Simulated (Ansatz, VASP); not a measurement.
**MnSb: VASP beside Ansatz**

Contents of INCAR:

```
SYSTEM = MnSb
ALGO = Normal
EDIFF = 1E-6
ENCUT = 520
GGA = PE
ISIF = 2
ISMEAR = -1
ISPIN = 2
LASPH = .TRUE.
LCHARG = .FALSE.
LMAXMIX = 4
LORBIT = 11
LREAL = .FALSE.
LWAVE = .FALSE.
MAGMOM = 4 0
NBANDS = 20
NELM = 150
PREC = Accurate
SIGMA = 0.08
```

The input KPOINTS:

```
k-points
0
G
  12 12 12
  0 0 0
```

Contents of POSCAR:

```
MnSb
1.0
    0.0000000000      2.6161074795      2.6161074795
    2.6161074795      0.0000000000      2.6161074795
    2.6161074795      2.6161074795      0.0000000000
Mn Sb
1 1
Direct
    0.0000000000      0.0000000000      0.0000000000
    0.5000000000      0.5000000000      0.5000000000
```

Input for Ansatz:

```yaml
crystal:
  lattice:
    - [0.0, 2.6161074795, 2.6161074795]
    - [2.6161074795, 0.0, 2.6161074795]
    - [2.6161074795, 2.6161074795, 0.0]
  atoms:
    - { symbol: Mn, position: [0.0, 0.0, 0.0], spin: 4.0 }
    - { symbol: Sb, position: [0.5, 0.5, 0.5] }
magnetization:
  spin_polarized: true
kpoints:
  mp_grid: { grid: [12, 12, 12] }
scf:
  occupations: { method: fermi_dirac, width: 0.08 }
hamiltonian:
  xc: pbe
  pseudopotentials: { kind: paw }
output:
  forces: true
  stress: true
  eigenvalues: true
  populations: true
```

Change from the starting cell: volume scaled by 0.82, PAW files.

Alike in both runs: task single point; functional PBE; k mesh 12 × 12 × 12; occupations fermi-dirac, width 0.08 eV; collinear spin.

|  | VASP | Ansatz |
| --- | --- | --- |
| version | VASP 6.6.1 | Ansatz 0.2.0 |
| potentials or method | VASP PAW PBE potentials, release 64 (Mn_pv, Sb) | PAW with Ansatz's default frozen-core files, scalar-relativistic |
| plane-wave cutoff (eV) | 520 | 420 |
| valence electrons in the cell | 18 | 30 |

VASP gave:

| Property | Result |
| --- | --- |
| pressure (GPa) | 16.5 |
| net moment per atom (μB) | 1.63 |
| size of the moment on the site where the two differ most (μB) | 3.22 |

Task: What did Ansatz give for the same quantities?

Result: Pressure (GPa): 16.8; net moment per atom (μB): 1.64; size of the moment on the site where the two differ most (μB): 3.19.

Site moments also hang on the region over which each program counts them. VASP's potentials hold 18 valence electrons a cell and Ansatz's 30, so a difference there can come from the potentials and not from the codes.

Spin-orbit coupling is off throughout.
